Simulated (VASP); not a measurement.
# SnSe in VASP: further runs, part 2 of 2

VASP 6.6.1.

**3. Single point, r2SCAN (strain +0.8%)**

POSCAR

```
SnSe
1.0
    0.0000000000      3.3915689676      3.3915689676
    3.3915689676      0.0000000000      3.3915689676
    3.3915689676      3.3915689676      0.0000000000
Sn Se
1 1
Direct
    0.0000000000      0.0000000000      0.0000000000
    0.2500000000      0.2500000000      0.2500000000
```

INCAR.step1

```
  PREC = Accurate
  ENCUT = 520
  ISMEAR = -1
  SIGMA = 0.02
  LREAL = F
  LASPH = T
  NELM = 100
  NBANDS = 17
  GGA = PE
  ALGO = Normal
  EDIFF = 1E-4
  LWAVE = T
  LCHARG = F
```

INCAR.step2

```
  PREC = Accurate
  ENCUT = 520
  EDIFF = 1E-7
  ISMEAR = -1
  SIGMA = 0.02
  LREAL = F
  LASPH = T
  NELM = 100
  ALGO = Normal
  ISIF = 2
  LWAVE = F
  LCHARG = T
  METAGGA = R2SCAN
  LMIXTAU = T
  LELF = T
  LVHAR = T
  NBANDS = 17
  ISTART = 1
```

KPOINTS

```
Automatic mesh
0
Gamma
  6 6 6
```

Potentials or basis: VASP PAW PBE potentials, release 64 (Sn_d, Se).

Command:

```sh
$ cat potpaw_PBE.64/Sn_d/POTCAR potpaw_PBE.64/Se/POTCAR > POTCAR
$ cp INCAR.step1 INCAR
$ mpirun -np 1 vasp_std > vasp.out
$ cp INCAR.step2 INCAR
$ mpirun -np 1 vasp_std > vasp.out
```

OUTCAR:

```text
PREC = Accurate
   ENCUT = 520
   EDIFF = 1E-7
   ISMEAR = -1
   LREAL = F
   LASPH = T
   NELM = 100
   ISIF = 2
   METAGGA = R2SCAN
   ISTART = 1

 ion  position               nearest neighbor table
   1  0.000  0.000  0.000-   2 2.94   2 2.94   2 2.94   2 2.94
   2  0.250  0.250  0.250-   1 2.94   1 2.94   1 2.94   1 2.94

  LATTYP: Found a face centered cubic cell.
 ALAT       =     6.7831379352

  Lattice vectors:

 A1 = (   0.0000000000,   3.3915689676,   3.3915689676)
 A2 = (   3.3915689676,   0.0000000000,   3.3915689676)
 A3 = (   3.3915689676,   3.3915689676,   0.0000000000)

Analysis of symmetry for initial positions (statically):
=====================================================================
 Subroutine PRICEL returns:
 Original cell was already a primitive cell.

 Routine SETGRP: Setting up the symmetry group for a
 face centered cubic supercell.

 Subroutine GETGRP returns: Found 24 space group operations
 (whereof 24 operations were pure point group operations)
 out of a pool of 48 trial point group operations.

The static configuration has the point symmetry T_d .

Analysis of symmetry for dynamics (positions and initial velocities):
[... 146 lines left out ...]

  energy without entropy =      -39.28505370  energy(sigma->0) =      -39.28505911

 E-fermi :   2.6716     XC(G=0):  -8.2711

 val. band max:        2.5085699963   @ k =  -0.3333   0.5000   0.1667
 cond. band min:       2.8069412319   @ k =   0.5000   0.5000   0.0000
 fundamental gap:      0.2983712356
 Fermi energy:         2.6716261274

 k-point     1 :       0.0000    0.0000    0.0000
  band No.  band energies     occupation
      1     -19.8290      2.00000
      2     -19.8290      2.00000
      3     -19.8290      2.00000
      4     -19.8133      2.00000
      5     -19.8133      2.00000
      6     -11.0823      2.00000
[... 297 lines left out ...]
      4     -19.8144      2.00000
      5     -19.8119      2.00000
      6     -10.4512      2.00000
[... 9 lines left out ...]
     16      11.9190      0.00000
     17      12.0687      0.00000

------------------------ aborting loop because EDIFF is reached ----------------------------------------

  FORCE on cell =-STRESS in cart. coord.  units (eV):
  Direction    XX          YY          ZZ          XY          YZ          ZX
  --------------------------------------------------------------------------------------
  -------------------------------------------------------------------------------------
  Total       -0.3918381     -0.3918381     -0.3918381      0.0000000      0.0000000      0.0000000
  in kB       -8.0460977     -8.0460977     -8.0460977      0.0000000      0.0000000      0.0000000
  external PRESSURE =      -8.0460977 kB  Pullay stress =       0.0000000 kB

 VOLUME and BASIS-vectors are now :
 -----------------------------------------------------------------------------
  energy-cutoff  :      520.00
  volume of cell :       78.02
      direct lattice vectors                 reciprocal lattice vectors
     0.000000000  3.391568968  3.391568968    -0.147424394  0.147424394  0.147424394
     3.391568968  0.000000000  3.391568968     0.147424394 -0.147424394  0.147424394
     3.391568968  3.391568968  0.000000000     0.147424394  0.147424394 -0.147424394

 POSITION                                       TOTAL-FORCE (eV/Angst)
 -----------------------------------------------------------------------------------
      0.00000      0.00000      0.00000         0.000000      0.000000     -0.000000
      1.69578      1.69578      1.69578        -0.000000     -0.000000      0.000000
 -----------------------------------------------------------------------------------
    total drift:                                0.000003      0.000003      0.000003

  FREE ENERGIE OF THE ION-ELECTRON SYSTEM (eV)
  ---------------------------------------------------
  free  energy   TOTEN  =       -39.2850645238 eV

  energy  without entropy=      -39.2850537005  energy(sigma->0) =      -39.28505911
```

OSZICAR.step1:

```text
N       E                     dE             d eps       ncg     rms          rms(c)
DAV:   1     0.126962629861E+03    0.12696E+03   -0.96871E+03   544   0.126E+03
DAV:   2     0.579823891738E+01   -0.12116E+03   -0.11762E+03   585   0.302E+02
DAV:   3    -0.773605867415E+01   -0.13534E+02   -0.13370E+02   669   0.952E+01
DAV:   4    -0.809581724172E+01   -0.35976E+00   -0.35956E+00   639   0.169E+01
DAV:   5    -0.810820458721E+01   -0.12387E-01   -0.12387E-01   756   0.309E+00    0.326E+00
DAV:   6    -0.775291294646E+01    0.35529E+00   -0.10101E+00   772   0.460E+00    0.196E+00
DAV:   7    -0.775119609836E+01    0.17168E-02   -0.11579E-01   562   0.141E+00    0.102E+00
DAV:   8    -0.775407809069E+01   -0.28820E-02   -0.13827E-02   621   0.104E+00    0.124E-01
DAV:   9    -0.775428725277E+01   -0.20916E-03   -0.36391E-03   625   0.389E-01    0.902E-02
DAV:  10    -0.775473271254E+01   -0.44546E-03   -0.63819E-04   562   0.155E-01    0.247E-02
DAV:  11    -0.775483331218E+01   -0.10060E-03   -0.11754E-04   563   0.649E-02    0.719E-03
DAV:  12    -0.775484140315E+01   -0.80910E-05   -0.11364E-05   422   0.345E-02
   1 F= -.77548414E+01 E0= -.77548107E+01  d E =-.613862E-04
```

Run time: 1.8 min. Hardware: 1 thread of AMD EPYC 7R13 (Zen 3), shared host; peak memory 0.19 GiB.

What came out:

- Free energy: -39.2851 eV
- Pressure: -0.8 GPa
- Band gap on the k mesh: 0.30 eV, indirect (least direct gap 0.78 eV)

Caveat: the cell differs from its parent crystal (strain +0.8%); the PAW data sets were made with another functional, which shifts forces and pressure a little; spin-orbit coupling is left out, which moves the levels of the heavy elements. A k mesh can miss the band edges.

**4. Single point, HSE06 (strain +0.8%)**

POSCAR is that of step 3.

INCAR.step1

```
PREC     = Accurate       # precision mode
ENCUT    = 520            # plane-wave cutoff, eV
EDIFF    = 1E-5           # SCF threshold, eV
ISMEAR   = -1             # smearing method
SIGMA    = 0.02           # smearing width, eV
LREAL    = False          # projectors in reciprocal space
LASPH    = True           # aspherical terms in the spheres
NELM     = 60             # most SCF steps
ALGO     = Normal         # electronic algorithm
ISIF     = 2              # what is computed and relaxed
LWAVE    = True           # write WAVECAR
LCHARG   = False          # write CHGCAR
GGA      = PE             # functional
NBANDS   = 17             # bands
```

INCAR.step2

```
PREC     = Accurate       # precision mode
ENCUT    = 520            # plane-wave cutoff, eV
EDIFF    = 1E-6           # SCF threshold, eV
ISMEAR   = -1             # smearing method
SIGMA    = 0.02           # smearing width, eV
LREAL    = False          # projectors in reciprocal space
LASPH    = True           # aspherical terms in the spheres
NELM     = 60             # most SCF steps
ALGO     = Normal         # electronic algorithm
ISIF     = 2              # what is computed and relaxed
LWAVE    = False          # write WAVECAR
LCHARG   = False          # write CHGCAR
GGA      = PE             # functional
LHFCALC  = True           # exact exchange
HFSCREEN = 0.2079         # screening, 1/A
PRECFOCK = Normal       
ISTART   = 1            
NBANDS   = 17             # bands
```

KPOINTS

```
regular mesh
0
Gamma
  4 4 4
```

Command:

```sh
$ cat potpaw_PBE.64/Sn_d/POTCAR potpaw_PBE.64/Se/POTCAR > POTCAR
$ cp INCAR.step1 INCAR
$ mpirun -np 1 vasp_std > vasp.out
$ cp INCAR.step2 INCAR
$ mpirun -np 1 vasp_std > vasp.out
```

Run time: 13 min. Hardware: 1 thread of AMD EPYC 7R13 (Zen 3), shared host; peak memory 0.29 GiB.

The run converged. Its results:

- Free energy: -9.2123 eV
- Pressure: -0.7 GPa
- Band gap on the k mesh: 0.41 eV, indirect (least direct gap 1.10 eV)

Levels at points of the mesh, in eV from the valence-band top:
```
           k point  band 8  band 9  band 10  band 11  band 12  band 13
(0.00, 0.00, 0.00)   -2.59   -2.59    -2.59     1.94     1.94     1.94
(0.50, 0.00, 0.00)   -3.13   -3.13    -2.31     2.73     2.73     3.84
(0.50, 0.50, 0.00)   -3.86   -3.86    -0.69     0.41     4.96     4.96
```

Caveat: the cell differs from its parent crystal (strain +0.8%); the PAW data sets were made with another functional, which shifts forces and pressure a little; spin-orbit coupling is left out, which moves the levels of the heavy elements. A k mesh can miss the band edges.

**5. Single point, HSE06 (uniaxial x strain -1.8%)**

POSCAR

```
SnSe
1.0
    0.0000000000      3.3639842963      3.3639842963
    3.3030961806      0.0000000000      3.3639842963
    3.3030961806      3.3639842963      0.0000000000
Sn Se
1 1
Direct
    0.0000000000      0.0000000000      0.0000000000
    0.2500000000      0.2500000000      0.2500000000
```

INCAR.step1

```
SYSTEM = SnSe
PREC = Accurate
ENCUT = 520
EDIFF = 1E-5
ISMEAR = -1
SIGMA = 0.02
LREAL = .False.
LASPH = .True.
NELM = 100
ALGO = Normal
ISIF = 2
LWAVE = .True.
LCHARG = .False.
GGA = PE
NBANDS = 17
```

INCAR.step2

```
SYSTEM = SnSe
PREC = Accurate
ENCUT = 520
EDIFF = 1E-6
ISMEAR = -1
SIGMA = 0.02
LREAL = .False.
LASPH = .True.
NELM = 100
ALGO = Normal
ISIF = 2
LWAVE = .False.
LCHARG = .False.
GGA = PE
LHFCALC = .True.
HFSCREEN = 0.2079
PRECFOCK = Normal
ISTART = 1
NBANDS = 17
```

KPOINTS

```
Automatic mesh
0
Gamma
  4 4 4
  0 0 0
```

Command:

```sh
$ cat potpaw_PBE.64/Sn_d/POTCAR potpaw_PBE.64/Se/POTCAR > POTCAR
$ cp INCAR.step1 INCAR
$ mpirun -np 1 vasp_std > vasp.out
$ cp INCAR.step2 INCAR
$ mpirun -np 1 vasp_std > vasp.out
```

It took 25 min on 1 thread of AMD EPYC 7R13 (Zen 3), shared host; peak memory 0.3 GiB.

The run converged. Its results:

- Free energy: -9.2126 eV
- Pressure: 0.7 GPa
- Band gap on the k mesh: 0.16 eV, indirect (least direct gap 0.99 eV)

Levels at points of the mesh, in eV from the valence-band top:
```
           k point  band 8  band 9  band 10  band 11  band 12  band 13
(0.00, 0.00, 0.00)   -2.87   -2.87    -2.80     1.77     1.82     1.82
(0.50, 0.00, 0.00)   -3.46   -3.37    -2.48     2.59     2.63     3.86
(0.50, 0.50, 0.00)   -4.16   -4.16    -0.78     0.21     4.97     5.06
(0.00, 0.50, 0.50)   -4.24   -4.24    -0.89     0.16     5.04     5.04
```

Caveat: the cell differs from its parent crystal (uniaxial x strain -1.8%); the PAW data sets were made with another functional, which shifts forces and pressure a little; spin-orbit coupling is left out, which moves the levels of the heavy elements. A k mesh can miss the band edges.

**6. Overview**

| level | cell | k mesh | grid for exact exchange (PRECFOCK) | screening parameter | gap on the mesh (eV) | pressure (GPa) |
| --- | --- | --- | --- | --- | --- | --- |
| PBE | a = 4.796 Å, angles 60.0°, 2 atoms | 6 × 6 × 6 | - | - | 0.22 | 0.0 |
| r2SCAN | a = 4.796 Å, angles 60.0°, 2 atoms | 6 × 6 × 6 | - | - | 0.30 | -0.8 |
| HSE06 | a = 4.796 Å, angles 60.0°, 2 atoms | 4 × 4 × 4 | Normal | 0.2079 1/Å | 0.41 | -0.7 |
| HSE06 | a = 4.757, b = 4.715, c = 4.715 Å, angles 60.6, 59.7, 59.7°, 2 atoms | 4 × 4 × 4 | Normal | 0.2079 1/Å | 0.16 | 0.7 |

Alike in all rows: task single point; potentials or basis VASP PAW PBE potentials, release 64 (Sn_d, Se); no spin polarisation; cutoff (eV) 520; smearing fermi-dirac 0.02 eV.

Caveats: spin-orbit coupling is left out, which moves the levels of the heavy elements; the PAW data sets were made with another functional, which shifts forces and pressure a little (some runs).

Absolute energies hang on the potentials; compare differences alone.
